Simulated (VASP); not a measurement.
# AlSe (P6/mmm) in VASP: notebook, part 2 of 2

VASP 6.6.1. Earlier steps stand in the parts before.

### 5 Single point, PBE

This run uses another cell than the first one, of 19.45 Å³/atom, 0.989 times its volume.

Contents of INCAR:

```
SYSTEM = AlSe
PREC = Accurate
ENCUT = 520
EDIFF = 1E-6
ISMEAR = 0
SIGMA = 0.1
LREAL = .False.
LASPH = .True.
NELM = 100
ALGO = Normal
ISIF = 2
LWAVE = .False.
LCHARG = .True.
GGA = PE
LELF = .True.
LVHAR = .True.
NBANDS = 12
```

Contents of KPOINTS:

```
Automatic mesh
0
Gamma
  6 6 4
  0 0 0
```

Contents of POSCAR:

```
AlSe
1.0
    2.9433064508      0.0000000027      0.0000000000
   -1.4716532277      2.5489781561      0.0000000000
    0.0000000000      0.0000000000      5.1856370440
Al Se
1 1
Direct
    0.0000000000      0.0000000000      0.0000000000
    0.0000000000      0.0000000000      0.5000000000
```

Potentials or basis: VASP PAW PBE potentials, release 64 (Al, Se).

Launch:

```bash
cat potpaw_PBE.64/Al/POTCAR potpaw_PBE.64/Se/POTCAR > POTCAR
mpirun -np 1 vasp_std > vasp.out
```

OUTCAR:

```text
SYSTEM = AlSe
   PREC = Accurate
   ENCUT = 520
   EDIFF = 1E-6
   ISMEAR = 0
   LREAL = .False.
   LASPH = .True.
   NELM = 100
   ISIF = 2
   GGA = PE

 ion  position               nearest neighbor table
   1  0.000  0.000  0.000-   2 2.59   2 2.59
   2  0.000  0.000  0.500-   1 2.59   1 2.59

  LATTYP: Found a hexagonal cell.
 ALAT       =     2.9433064508
 C/A-ratio  =     1.7618406818

  Lattice vectors:

 A1 = (   2.9433064508,   0.0000000027,   0.0000000000)
 A2 = (  -1.4716532277,   2.5489781561,   0.0000000000)
 A3 = (   0.0000000000,   0.0000000000,   5.1856370440)

Analysis of symmetry for initial positions (statically):
=====================================================================
 Subroutine PRICEL returns:
 Original cell was already a primitive cell.

 Routine SETGRP: Setting up the symmetry group for a
 hexagonal supercell.

 Subroutine GETGRP returns: Found 24 space group operations
 (whereof 24 operations were pure point group operations)
 out of a pool of 24 trial point group operations.

The static configuration has the point symmetry D_6h.

Analysis of symmetry for dynamics (positions and initial velocities):
=====================================================================
 Subroutine PRICEL returns:
 Original cell was already a primitive cell.

 Routine SETGRP: Setting up the symmetry group for a
 hexagonal supercell.

 Subroutine GETGRP returns: Found 24 space group operations
 (whereof 24 operations were pure point group operations)
 out of a pool of 24 trial point group operations.

The dynamic configuration has the point symmetry D_6h.

 Subroutine INISYM returns: Found 24 space group operations
 (whereof 24 operations are pure point group operations),
 and found     1 'primitive' translations

----------------------------------------------------------------------------------------

                                     Primitive cell

  volume of cell :      38.9048

  direct lattice vectors                    reciprocal lattice vectors
     2.943306451  0.000000003  0.000000000     0.339753952  0.196157036  0.000000000
    -1.471653228  2.548978156  0.000000000    -0.000000000  0.392314072  0.000000000
     0.000000000  0.000000000  5.185637044     0.000000000  0.000000000  0.192840338

  length of vectors
     2.943306451  2.943306451  5.185637044     0.392314072  0.392314072  0.192840338

  position of ions in fractional coordinates (direct lattice)
     0.000000000  0.000000000  0.000000000
     0.000000000  0.000000000  0.500000000

  ion indices of the primitive-cell ions
   primitive index   ion index
                 1           1
                 2           2

----------------------------------------------------------------------------------------

 KPOINTS: Automatic mesh

Automatic generation of k-mesh.
 Grid dimensions read from file:
 generate k-points for:    6    6    4

 Generating k-lattice:

  Cartesian coordinates                     Fractional coordinates (reciprocal lattice)
     0.056625659  0.032692839  0.000000000     0.166666667  0.000000000  0.000000000
    -0.000000000  0.065385679  0.000000000     0.000000000  0.166666667  0.000000000
     0.000000000  0.000000000  0.048210084     0.000000000  0.000000000  0.250000000

  Length of vectors
     0.065385679  0.065385679  0.048210084

  Shift w.r.t. Gamma in fractional coordinates (k-lattice)
     0.000000000  0.000000000  0.000000000

 Subroutine IBZKPT returns following result:
 ===========================================

 Found     21 irreducible k-points:

 Following reciprocal coordinates:
            Coordinates               Weight
  0.000000  0.000000  0.000000      1.000000
  0.166667  0.000000  0.000000      6.000000
  0.333333 -0.000000  0.000000      6.000000
  0.500000 -0.000000  0.000000      3.000000
  0.166667  0.166667  0.000000      6.000000
  0.333333  0.166667  0.000000     12.000000
[... 13 lines left out ...]
  0.333333  0.166667  0.500000     12.000000
  0.333333  0.333333  0.500000      2.000000
   k-points           NKPTS =     21   k-points in BZ     NKDIM =     21   number of bands    NBANDS=     12
   number of dos      NEDOS =    301   number of ions     NIONS =      2
   total plane-waves  NPLWV =  23040
   dimension x,y,z NGX =    24 NGY =   24 NGZ =   40
   dimension x,y,z NGXF=    48 NGYF=   48 NGZF=   80
   ions per type =               1   1
   NGX,Y,Z   is equivalent  to a cutoff of  13.56, 13.56, 12.82 a.u.
   NGXF,Y,Z  is equivalent  to a cutoff of  27.11, 27.11, 25.65 a.u.
 SYSTEM =  AlSe
   PREC   = accura    normal or accurate (medium, high low for compatibility)
   ISTART =      0    job   : 0-new  1-cont  2-samecut
   ICHARG =      2    charge: 1-file 2-atom 10-const
   ISPIN  =      1    spin polarized calculation?
   LNONCOLLINEAR =      F non collinear calculations
   LSORBIT =      F    spin-orbit coupling
   LASPH  =      T    aspherical Exc in radial PAW
   ENCUT  =  520.0 eV  38.22 Ry    6.18 a.u.   5.47  5.47  9.64*2*pi/ulx,y,z
   NELM   =    100;   NELMIN=  2; NELMDL= -5     # of ELM steps
   EDIFF  = 0.1E-05   stopping-criterion for ELM
   LREAL  =      F    real-space projection
   EDIFFG = 0.1E-04   stopping-criterion for IOM
   NSW    =      0    number of steps for IOM
   IBRION =     -1    ionic relax: 0-MD 1-quasi-New 2-CG
   NFREE  =      0    steps in history (QN), initial steepest desc. (CG)
   ISIF   =      2    stress and relaxation
   ISYM   =      2    0-nonsym 1-usesym 2-fastsym
   POTIM  = 0.5000    time-step for ionic-motion
   TEBEG  =    0.0;   TEEND  =   0.0 temperature during run
   PSTRESS=    0.0 pullay stress
   NELECT =       9.0000    total number of electrons
   NUPDOWN=      -1.0000    fix difference up-down
   EMIN   =  10.00;   EMAX   =-10.00  energy-range for DOS
   EFERMI =   0.00;   METHOD = LEGACY
   ISMEAR =     0;   SIGMA  =   0.10  broadening in eV -4-tet -1-fermi 0-gaus
   EFERMI_NEDOS =   21; number of points for ismear=-14 and -15
   IALGO  =     38    algorithm
   IMIX   =      4    mixing-type and parameters
     AMIX     =   0.40;   BMIX     =  1.00
     AMIX_MAG =   1.60;   BMIX_MAG =  1.00
  volume/ion in A,a.u.               =      19.45       131.27
  Fermi-wavevector in a.u.,A,eV,Ry     =   1.004973  1.899124 13.741488  1.009971
  Thomas-Fermi vector in A             =   2.137623
   LORBIT       =      0    0 simple, 1 ext, 2 COOP (PROOUT), +10 PAW based schemes
   GGA     = PE    functional components
   LHFCALC =     F    Hartree Fock is set to
   AEXX    =    0.0000 exact exchange contribution
   IVDW    =     0    specifies the selected vdW correction
   LEPSILON=     F    determine dielectric tensor
   LRPA    =     F    only Hartree local field effects (RPA)
 non-spin polarized calculation
 Gauss-broadening in eV      SIGMA  =   0.10
  energy-cutoff  :      520.00
  volume of cell :       38.90
 maximum number of plane-waves:      1075
 NGX is ok and might be reduce to    24
   NGX = 11   NGY = 11   NGZ = 19

 number of electron       9.0000000 magnetization

 Free energy of the ion-electron system (eV)
  ---------------------------------------------------
  ext. energy  EPLUGINS =         0.00000000
  ---------------------------------------------------
  free energy    TOTEN  =        -7.07204311 eV

  energy without entropy =       -7.05747597  energy(sigma->0) =       -7.06475954

 E-fermi :   6.2813     XC(G=0): -10.1178

 val. band max:        6.2769077535   @ k =   0.1667   0.1667   0.5000
 cond. band min:       6.3355099802   @ k =   0.5000  -0.0000   0.2500
 fundamental gap:      0.0586022268
 Fermi energy:         6.2813389588

 k-point     1 :       0.0000    0.0000    0.0000
  band No.  band energies     occupation
      1      -9.3936      2.00000
      2      -0.8610      2.00000
      3      -0.2633      2.00000
      4       9.2191      0.00000
      5       9.2191      0.00000
      6      13.2083      0.00000
      7      14.6283      0.00000
      8      17.6218      0.00000
      9      17.6218      0.00000
     10      17.9775      0.00000
     11      18.5794      0.00000
     12      18.5794      0.00000
[... 286 lines left out ...]
 k-point    21 :       0.3333    0.3333    0.5000
  band No.  band energies     occupation
      1      -5.7596      2.00000
      2       1.6781      2.00000
      3       1.6781      2.00000
      4       2.1197      2.00000
      5       5.2139      2.00000
      6       5.2139      2.00000
      7      10.5412      0.00000
      8      11.8061      0.00000
      9      15.0366      0.00000
     10      15.0366      0.00000
     11      16.1018      0.00000
     12      16.1018      0.00000

------------------------ aborting loop because EDIFF is reached ----------------------------------------

  FORCE on cell =-STRESS in cart. coord.  units (eV):
  Direction    XX          YY          ZZ          XY          YZ          ZX
  --------------------------------------------------------------------------------------
  -------------------------------------------------------------------------------------
  Total        0.0358735      0.0358735     -0.0105531      0.0000000     -0.0000000      0.0000000
  in kB        1.4773391      1.4773391     -0.4345971      0.0000000     -0.0000000      0.0000000
  external PRESSURE =       0.8400271 kB  Pullay stress =       0.0000000 kB

 VOLUME and BASIS-vectors are now :
 -----------------------------------------------------------------------------
  energy-cutoff  :      520.00
  volume of cell :       38.90
      direct lattice vectors                 reciprocal lattice vectors
     2.943306451  0.000000003  0.000000000     0.339753952  0.196157036  0.000000000
    -1.471653228  2.548978156  0.000000000    -0.000000000  0.392314072  0.000000000
     0.000000000  0.000000000  5.185637044     0.000000000  0.000000000  0.192840338

 POSITION                                       TOTAL-FORCE (eV/Angst)
 -----------------------------------------------------------------------------------
      0.00000      0.00000      0.00000         0.000000      0.000000      0.000000
      0.00000      0.00000      2.59282        -0.000000      0.000000      0.000000
 -----------------------------------------------------------------------------------
    total drift:                               -0.000000     -0.000000      0.000000

  FREE ENERGIE OF THE ION-ELECTRON SYSTEM (eV)
  ---------------------------------------------------
  free  energy   TOTEN  =        -7.0720431146 eV

  energy  without entropy=       -7.0574759721  energy(sigma->0) =       -7.06475954
```

stdout:

```text
POSCAR found type information on POSCAR AlSe
 POSCAR found :  2 types and       2 ions
 scaLAPACK will be used
 LDA part: xc-table for (Slater+PW92), standard interpolation
 POSCAR, INCAR and KPOINTS ok, starting setup
 FFT: planning ... GRIDC
 FFT: planning ... GRID_SOFT
 FFT: planning ... GRID
 WAVECAR not read
 entering main loop
```

Run time: 21 s. Hardware: 1 thread of AMD EPYC 7R13, shared host; peak memory 0.13 GiB.

What came out:

```
Free energy : -7.0720 eV
Pressure    : 0.1 GPa
```

Stress tensor (GPa, compression positive):
```
 0.15  0.00  0.00
 0.00  0.15  0.00
 0.00  0.00 -0.04
```

Caveat: the k points lie up to 0.41 Å⁻¹ apart.

### 6 Relaxation of cell and atoms, PBE

This run uses another cell than the first one, of 24.66 Å³/atom, 1.254 times its volume.

Contents of INCAR:

```
SYSTEM = AlSe
PREC = Accurate
ENCUT = 600
EDIFF = 1E-7
ISMEAR = 0
SIGMA = 0.1
LREAL = .FALSE.
LASPH = .TRUE.
NELM = 100
ALGO = Normal
ISIF = 3
LWAVE = .FALSE.
LCHARG = .FALSE.
GGA = PE
IBRION = 2
NSW = 90
EDIFFG = -0.04
```

Contents of KPOINTS:

```
Automatic mesh
0
G
  6 6 4
  0 0 0
```

Contents of POSCAR:

```
AlSe
1.0
    3.1199603500      0.0000000000      0.0000000000
   -1.5599801800      2.7019649200      0.0000000000
    0.0000000000      0.0000000000      5.8512929500
Al Se
1 1
Direct
    0.0000000000      0.0000000000      0.0000000000
    0.0000000000      0.0000000000      0.5000000000
```

Potentials or basis: VASP PAW PBE potentials, release 64 (Al, Se).

Launch:

```bash
cat potpaw_PBE.64/Al/POTCAR potpaw_PBE.64/Se/POTCAR > POTCAR
mpirun -np 1 vasp_std > vasp.out
```

Run time: 2.1 min. Hardware: 1 thread of AMD EPYC 7R13, shared host; peak memory 0.17 GiB.

The run converged. Its results:

- Free energy: -7.0725 eV
- Relaxed volume: 19.47 Å³/atom
- Relaxed cell: a = 2.947 Å, b = 2.947 Å, c = 5.180 Å, α = 90.00°, β = 90.00°, γ = 120.00°
- Space group after relaxing (to 0.05 Å): P6/mmm (No. 191)
- Energy gained by relaxing: 185.5 meV/atom
- Ionic steps: 10
- Pressure after relaxing: 0.0 GPa

Step by step:
```tsv
step	energy change (eV)	largest force (eV/Å)	pressure (GPa)	volume (Å³)
1	0.0000	0.0000	-8.93	49.33
2	-0.3580	0.0000	-1.80	40.14
3	-0.3663	0.0000	0.19	38.82
4	-0.3662	0.0000	-0.12	39.01
5	-0.3682	0.0000	-0.14	39.07
6	-0.3705	0.0000	-0.36	39.18
7	-0.3706	0.0000	-0.43	39.21
8	-0.3706	0.0000	-0.40	39.20
9	-0.3708	0.0000	0.26	38.80
10	-0.3709	0.0000	0.00	38.95
```

Final structure:
```yaml
crystal:
  lattice:
    - [2.94651, 0.00000, 0.00000]
    - [-1.47325, 2.55175, 0.00000]
    - [0.00000, 0.00000, 5.18031]
  atoms:
    - { symbol: Al, position: [0.00000, 0.00000, 0.00000] }
    - { symbol: Se, position: [0.00000, 0.00000, 0.50000] }
```

Levels at points of the mesh, in eV from the Fermi level:
```tsv
k point	band 1	band 2	band 3	band 4	band 5	band 6	band 7	band 8
(0.00, 0.00, 0.00)	-15.65	-7.11	-6.53	2.92	2.92	6.98	8.36	11.70
(0.50, 0.00, 0.00)	-12.64	-6.60	-3.60	-1.60	-1.49	0.43	2.61	6.27
(0.00, 0.00, 0.50)	-15.53	-9.31	-1.72	0.56	2.96	2.96	10.21	11.16
(0.50, 0.00, 0.50)	-12.56	-6.33	-5.06	-2.83	0.51	2.05	4.65	7.02
```

Caveat: the k points lie up to 0.41 Å⁻¹ apart in the final cell; the volume moved by over 15 % at a fixed basis, so the end points are rough.

### 7 Summary

```tsv
task	cell	k mesh	cutoff (eV)	gap on the mesh (eV)	pressure (GPa)	relaxed volume (Å³/atom)
single point	a = 2.930, b = 2.930, c = 5.291 Å, angles 90.0, 90.0, 120.0°, 2 atoms	24 × 24 × 12	520	none	0.0	-
relaxation of cell and atoms	relaxed from a = 2.943, b = 2.943, c = 5.186 Å, angles 90.0, 90.0, 120.0°, 2 atoms	24 × 24 × 12	600	none	0.0	19.66
single point	a = 3.120, b = 3.120, c = 5.851 Å, angles 90.0, 90.0, 120.0°, 2 atoms	6 × 6 × 4	520	none	-8.9	-
single point	a = 2.943, b = 2.943, c = 5.186 Å, angles 90.0, 90.0, 120.0°, 2 atoms	6 × 6 × 4	520	none	0.1	-
relaxation of cell and atoms	relaxed from a = 3.120, b = 3.120, c = 5.851 Å, angles 90.0, 90.0, 120.0°, 2 atoms	6 × 6 × 4	600	none	0.0	19.47
```

Alike in all rows: level PBE; potentials or basis VASP PAW PBE potentials, release 64 (Al, Se); no spin polarisation; smearing gaussian 0.1 eV.

Caveats: some runs use coarse meshes; the volume moved by over 15 % at a fixed basis, so the end points are rough (some runs).

Absolute energies hang on the potentials; compare differences alone.
